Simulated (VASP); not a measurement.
Runs of VASP 6.6.1 on Ti. The structure is that of space group Fm-3m (No. 225), or close to it. The cells are those of the table. This isn't the form of Ti at room conditions, which is hcp.

```csv
task,cell,gap on the mesh (eV),pressure (GPa)
relaxation of cell and atoms,"relaxed from a = 2.920 Å, angles 60.0°, 1 atom",none,0.0
relaxation of cell and atoms,"relaxed to 20 GPa from a = 2.920 Å, angles 60.0°, 1 atom",none,19.9
single point,"a = 2.908 Å, angles 60.0°, 1 atom",none,(a)
single point,"a = 2.608 Å, angles 60.0°, 1 atom",none,61.1
single point,"a = 2.773 Å, angles 60.0°, 1 atom",none,20.6
```

Alike in all rows: level r2SCAN; potentials or basis VASP PAW PBE potentials, release 64 (Ti_sv); no spin polarisation; k mesh 19 × 19 × 19; cutoff (eV) 550; smearing fermi-dirac 0.1 eV.

Question: Estimate the missing entries.

Answer: (a) 0.4.

Caveats: the PAW data sets were made with another functional, which shifts forces and pressure a little; the cell stands under pressure (at least some runs); the cell is relaxed towards a set pressure, so the run minimises the enthalpy, not the energy (at least some runs).

A gap of «none» marks levels without a gap at the run's occupations.
